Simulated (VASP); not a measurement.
# InAs (F-43m) in VASP: single point with PBE

Aim: the single point of InAs with PBE.

Program: VASP 6.6.1. These are calculated values, not measurements. Logs are shortened: lines on timing, memory, paths and dates and some standing lists are left out, and cuts for length are marked.

### 1 The cell of the first run

Symmetry: F-43m, No. 216, cubic system. Conventional cell: a = 6.167 Å, b = 6.167 Å, c = 6.167 Å, α = 90.00°, β = 90.00°, γ = 90.00°. In (site symmetry -43m) has 4 As at 2.67 Å within 3.5 Å. As (site symmetry -43m) has 4 In at 2.67 Å within 3.5 Å.

### 2 Single point, PBE (29.31 Å³/atom)

Contents of INCAR:

```
SYSTEM = InAs
ALGO = Normal ; EDIFF = 1E-7
ENCUT = 520 ; GGA = PE
ISIF = 2 ; ISMEAR = -1
LASPH = .TRUE. ; LCHARG = .FALSE.
LREAL = .FALSE. ; LWAVE = .FALSE.
NBANDS = 16 ; NELM = 60
PREC = Accurate ; SIGMA = 0.08
```

Contents of KPOINTS:

```
k-points
0
G
  10 10 10
  0 0 0
```

Contents of POSCAR:

```
InAs
1.0
    0.0000000000      3.0833091750      3.0833091750
    3.0833091750      0.0000000000      3.0833091750
    3.0833091750      3.0833091750      0.0000000000
In As
1 1
Direct
    0.0000000000      0.0000000000      0.0000000000
    0.7500000000      0.7500000000      0.7500000000
```

Potentials or basis: VASP PAW PBE potentials, release 64 (In_d, As).

Started as:

```
$ cat potpaw_PBE.64/In_d/POTCAR potpaw_PBE.64/As/POTCAR > POTCAR
$ mpirun -np 1 vasp_std > vasp.out
```

OUTCAR:

```text
SYSTEM = InAs
   EDIFF = 1E-7
   ENCUT = 520
   GGA = PE
   ISIF = 2
   ISMEAR = -1
   LASPH = .TRUE.
   LREAL = .FALSE.
   NELM = 60
   PREC = Accurate

 ion  position               nearest neighbor table
   1  0.000  0.000  0.000-   2 2.67   2 2.67   2 2.67   2 2.67
   2  0.750  0.750  0.750-   1 2.67   1 2.67   1 2.67   1 2.67

  LATTYP: Found a face centered cubic cell.
 ALAT       =     6.1666183500

  Lattice vectors:

 A1 = (   0.0000000000,   3.0833091750,   3.0833091750)
 A2 = (   3.0833091750,   0.0000000000,   3.0833091750)
 A3 = (   3.0833091750,   3.0833091750,   0.0000000000)

Analysis of symmetry for initial positions (statically):
=====================================================================
 Subroutine PRICEL returns:
 Original cell was already a primitive cell.

 Routine SETGRP: Setting up the symmetry group for a
 face centered cubic supercell.

 Subroutine GETGRP returns: Found 24 space group operations
 (whereof 24 operations were pure point group operations)
 out of a pool of 48 trial point group operations.

The static configuration has the point symmetry T_d .

Analysis of symmetry for dynamics (positions and initial velocities):
=====================================================================
 Subroutine PRICEL returns:
 Original cell was already a primitive cell.

 Routine SETGRP: Setting up the symmetry group for a
 face centered cubic supercell.

 Subroutine GETGRP returns: Found 24 space group operations
 (whereof 24 operations were pure point group operations)
 out of a pool of 48 trial point group operations.

The dynamic configuration has the point symmetry T_d .

 Subroutine INISYM returns: Found 24 space group operations
 (whereof 24 operations are pure point group operations),
 and found     1 'primitive' translations

----------------------------------------------------------------------------------------

                                     Primitive cell

  volume of cell :      58.6248

  direct lattice vectors                    reciprocal lattice vectors
     0.000000000  3.083309175  3.083309175    -0.162163433  0.162163433  0.162163433
     3.083309175  0.000000000  3.083309175     0.162163433 -0.162163433  0.162163433
     3.083309175  3.083309175  0.000000000     0.162163433  0.162163433 -0.162163433

  length of vectors
     4.360457652  4.360457652  4.360457652     0.280875305  0.280875305  0.280875305

  position of ions in fractional coordinates (direct lattice)
     0.000000000  0.000000000  0.000000000
     0.750000000  0.750000000  0.750000000

  ion indices of the primitive-cell ions
   primitive index   ion index
                 1           1
                 2           2

----------------------------------------------------------------------------------------

 KPOINTS: k-points

Automatic generation of k-mesh.
 Grid dimensions read from file:
 generate k-points for:   10   10   10

 Generating k-lattice:

  Cartesian coordinates                     Fractional coordinates (reciprocal lattice)
    -0.016216343  0.016216343  0.016216343     0.100000000  0.000000000  0.000000000
     0.016216343 -0.016216343  0.016216343     0.000000000  0.100000000  0.000000000
     0.016216343  0.016216343 -0.016216343     0.000000000  0.000000000  0.100000000

  Length of vectors
     0.028087530  0.028087530  0.028087530

  Shift w.r.t. Gamma in fractional coordinates (k-lattice)
     0.000000000  0.000000000  0.000000000

 Subroutine IBZKPT returns following result:
 ===========================================

 Found     47 irreducible k-points:

 Following reciprocal coordinates:
            Coordinates               Weight
  0.000000  0.000000  0.000000      1.000000
  0.100000  0.000000  0.000000      8.000000
  0.200000  0.000000  0.000000      8.000000
  0.300000  0.000000  0.000000      8.000000
  0.400000  0.000000  0.000000      8.000000
  0.500000  0.000000  0.000000      4.000000
[... 16 lines left out ...]
  0.300000  0.300000  0.000000      6.000000
  0.400000  0.300000  0.000000     24.000000
 [... further k-points ...]
   k-points           NKPTS =     47   k-points in BZ     NKDIM =     47   number of bands    NBANDS=     16
   number of dos      NEDOS =    301   number of ions     NIONS =      2
   total plane-waves  NPLWV =  32768
   dimension x,y,z NGX =    32 NGY =   32 NGZ =   32
   dimension x,y,z NGXF=    64 NGYF=   64 NGZF=   64
   ions per type =               1   1
   NGX,Y,Z   is equivalent  to a cutoff of  12.20, 12.20, 12.20 a.u.
   NGXF,Y,Z  is equivalent  to a cutoff of  24.40, 24.40, 24.40 a.u.
 SYSTEM =  InAs
   PREC   = accura    normal or accurate (medium, high low for compatibility)
   ISTART =      0    job   : 0-new  1-cont  2-samecut
   ICHARG =      2    charge: 1-file 2-atom 10-const
   ISPIN  =      1    spin polarized calculation?
   LNONCOLLINEAR =      F non collinear calculations
   LSORBIT =      F    spin-orbit coupling
   LASPH  =      T    aspherical Exc in radial PAW
   ENCUT  =  520.0 eV  38.22 Ry    6.18 a.u.   8.11  8.11  8.11*2*pi/ulx,y,z
   NELM   =     60;   NELMIN=  2; NELMDL= -5     # of ELM steps
   EDIFF  = 0.1E-06   stopping-criterion for ELM
   LREAL  =      F    real-space projection
   EDIFFG = 0.1E-05   stopping-criterion for IOM
   NSW    =      0    number of steps for IOM
   IBRION =     -1    ionic relax: 0-MD 1-quasi-New 2-CG
   NFREE  =      0    steps in history (QN), initial steepest desc. (CG)
   ISIF   =      2    stress and relaxation
   ISYM   =      2    0-nonsym 1-usesym 2-fastsym
   POTIM  = 0.5000    time-step for ionic-motion
   TEBEG  =    0.0;   TEEND  =   0.0 temperature during run
   PSTRESS=    0.0 pullay stress
   NELECT =      18.0000    total number of electrons
   NUPDOWN=      -1.0000    fix difference up-down
   EMIN   =  10.00;   EMAX   =-10.00  energy-range for DOS
   EFERMI =   0.00;   METHOD = LEGACY
   ISMEAR =    -1;   SIGMA  =   0.08  broadening in eV -4-tet -1-fermi 0-gaus
   EFERMI_NEDOS =   21; number of points for ismear=-14 and -15
   IALGO  =     38    algorithm
   IMIX   =      4    mixing-type and parameters
     AMIX     =   0.40;   BMIX     =  1.00
     AMIX_MAG =   1.60;   BMIX_MAG =  1.00
  volume/ion in A,a.u.               =      29.31       197.81
  Fermi-wavevector in a.u.,A,eV,Ry     =   1.104431  2.087072 16.595949  1.219768
  Thomas-Fermi vector in A             =   2.240904
   LORBIT       =      0    0 simple, 1 ext, 2 COOP (PROOUT), +10 PAW based schemes
   GGA     = PE    functional components
   LHFCALC =     F    Hartree Fock is set to
   AEXX    =    0.0000 exact exchange contribution
   IVDW    =     0    specifies the selected vdW correction
   LEPSILON=     F    determine dielectric tensor
   LRPA    =     F    only Hartree local field effects (RPA)
 non-spin polarized calculation
  energy-cutoff  :      520.00
  volume of cell :       58.62
 maximum number of plane-waves:      1596
   NGX = 17   NGY = 17   NGZ = 17

 number of electron      18.0000007 magnetization

 Free energy of the ion-electron system (eV)
  ---------------------------------------------------
  ext. energy  EPLUGINS =         0.00000000
  ---------------------------------------------------
  free energy    TOTEN  =        -7.71837480 eV

  energy without entropy =       -7.71763459  energy(sigma->0) =       -7.71800470

 E-fermi :   4.1080     XC(G=0):  -8.8375

 val. band max:        3.9320006869   @ k =   0.0000   0.0000   0.0000
 cond. band min:       4.7048345601   @ k =   0.1000   0.0000   0.0000
 fundamental gap:      0.7728338732
 Fermi energy:         4.1079805790

 k-point     1 :       0.0000    0.0000    0.0000
  band No.  band energies     occupation
      1     -10.3510      2.00000
      2     -10.3510      2.00000
      3     -10.3510      2.00000
      4     -10.2479      2.00000
      5     -10.2479      2.00000
      6      -7.5659      2.00000
[... 8 lines left out ...]
     15      13.4616      0.00000
     16      13.4616      0.00000

 k-point     2 :       0.1000    0.0000    0.0000
  band No.  band energies     occupation
      1     -10.3610      2.00000
      2     -10.3479      2.00000
      3     -10.3479      2.00000
      4     -10.2479      2.00000
      5     -10.2479      2.00000
      6      -7.4726      2.00000
[... 8 lines left out ...]
     15      12.8123      0.00000
     16      12.8123      0.00000

 k-point     3 :       0.2000    0.0000    0.0000
  band No.  band energies     occupation
      1     -10.3863      2.00000
      2     -10.3403      2.00000
      3     -10.3403      2.00000
      4     -10.2475      2.00000
      5     -10.2475      2.00000
      6      -7.2082      2.00000
[... 8 lines left out ...]
     15      12.3753      0.00000
     16      12.3753      0.00000

 k-point     4 :       0.3000    0.0000    0.0000
  band No.  band energies     occupation
      1     -10.4160      2.00000
      2     -10.3322      2.00000
      3     -10.3322      2.00000
      4     -10.2456      2.00000
      5     -10.2456      2.00000
      6      -6.8259      2.00000
[... 8 lines left out ...]
     15      12.6361      0.00000
     16      12.6361      0.00000
[... 324 lines left out ...]
 k-point    22 :      -0.2000    0.2000    0.0000
  band No.  band energies     occupation
      1     -10.4259      2.00000
      2     -10.3276      2.00000
      3     -10.3251      2.00000
      4     -10.2509      2.00000
      5     -10.2437      2.00000
      6      -6.6950      2.00000
[... 8 lines left out ...]
     15      13.5135      0.00000
     16      14.2578      0.00000

 k-point    23 :       0.3000    0.3000    0.0000
  band No.  band energies     occupation
      1     -10.4528      2.00000
      2     -10.3085      2.00000
      3     -10.3085      2.00000
      4     -10.2661      2.00000
      5     -10.2356      2.00000
      6      -6.5750      2.00000
[... 8 lines left out ...]
     15      14.3867      0.00000
     16      15.4501      0.00000

 k-point    24 :       0.4000    0.3000    0.0000
  band No.  band energies     occupation
      1     -10.4695      2.00000
      2     -10.3025      2.00000
      3     -10.3006      2.00000
      4     -10.2683      2.00000
      5     -10.2338      2.00000
      6      -6.2681      2.00000
[... 8 lines left out ...]
     15      14.8311      0.00000
     16      15.6330      0.00000

 [... further k-points ...]

------------------------ aborting loop because EDIFF is reached ----------------------------------------

  FORCE on cell =-STRESS in cart. coord.  units (eV):
  Direction    XX          YY          ZZ          XY          YZ          ZX
  --------------------------------------------------------------------------------------
  -------------------------------------------------------------------------------------
  Total        0.1941346      0.1941346      0.1941346     -0.0000000     -0.0000000      0.0000000
  in kB        5.3055739      5.3055739      5.3055739     -0.0000000     -0.0000000      0.0000000
  external PRESSURE =       5.3055739 kB  Pullay stress =       0.0000000 kB

 VOLUME and BASIS-vectors are now :
 -----------------------------------------------------------------------------
  energy-cutoff  :      520.00
  volume of cell :       58.62
      direct lattice vectors                 reciprocal lattice vectors
     0.000000000  3.083309175  3.083309175    -0.162163433  0.162163433  0.162163433
     3.083309175  0.000000000  3.083309175     0.162163433 -0.162163433  0.162163433
     3.083309175  3.083309175  0.000000000     0.162163433  0.162163433 -0.162163433

 POSITION                                       TOTAL-FORCE (eV/Angst)
 -----------------------------------------------------------------------------------
      0.00000      0.00000      0.00000        -0.000000      0.000000      0.000000
      4.62496      4.62496      4.62496         0.000000     -0.000000     -0.000000
 -----------------------------------------------------------------------------------
    total drift:                                0.000000      0.000000      0.000000

  FREE ENERGIE OF THE ION-ELECTRON SYSTEM (eV)
  ---------------------------------------------------
  free  energy   TOTEN  =        -7.7183748035 eV

  energy  without entropy=       -7.7176345887  energy(sigma->0) =       -7.71800470
```

Run time: 22 s. Hardware: 1 thread of AMD EPYC 9R45 (Zen 5), shared host; peak memory 0.17 GiB.

What came out:

```yaml
Free_energy: -7.7184 eV
Pressure: 0.5 GPa
Band_gap_on_the_k_mesh: zero (filled and empty bands touch)
```

Levels at points of the mesh, in eV from the Fermi level:
```tsv
k point	band 6	band 7	band 8	band 9	band 10	band 11	band 12	band 13
(0.00, 0.00, 0.00)	-11.67	-0.67	-0.18	-0.18	-0.18	3.70	3.70	3.70
(0.50, 0.00, 0.00)	-10.38	-5.65	-1.08	-1.08	0.66	4.46	4.46	6.59
(0.50, 0.50, 0.00)	-9.90	-5.77	-2.31	-2.31	1.47	1.87	8.64	8.69
```

Caveat: semilocal functionals underestimate gaps, so a narrow gap can read as zero; spin-orbit coupling is left out, which moves the levels of the heavy elements.
